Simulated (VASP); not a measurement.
Runs of VASP 6.6.1 on Ti. The structure is that of space group Fm-3m (No. 225), or close to it. The cells are those of the table. This isn't the form of Ti at room conditions, which is hcp.

```tsv
task	spin	cell	cutoff (eV)	gap on the mesh (eV)	pressure (GPa)
single point	off	a = 2.857 Å, angles 60.7°, 1 atom	520	none	4.2
electric field gradients	off	a = 2.828, b = 2.828, c = 2.785 Å, angles 60.5, 60.5, 59.0°, 1 atom	400	none	(a)
single point	off	a = 2.828, b = 2.828, c = 2.785 Å, angles 60.5, 60.5, 59.0°, 1 atom	500	none	12.2
electric field gradients	off	a = 2.842 Å, angles 61.3°, 1 atom	520	none	4.2
electric field gradients	non-collinear, zero start, SOC	a = 2.871 Å, angles 60.0°, 1 atom	520	-	4.1
```

Alike in all rows: level PBE; potentials or basis VASP PAW PBE potentials, release 64 (Ti_sv); k mesh 15 × 15 × 15; smearing fermi-dirac 0.05 eV.

Estimate the missing entries.

(a) 11.4.

Caveats: the cell stands under pressure.

A gap of «none» marks levels without a gap at the run's occupations.
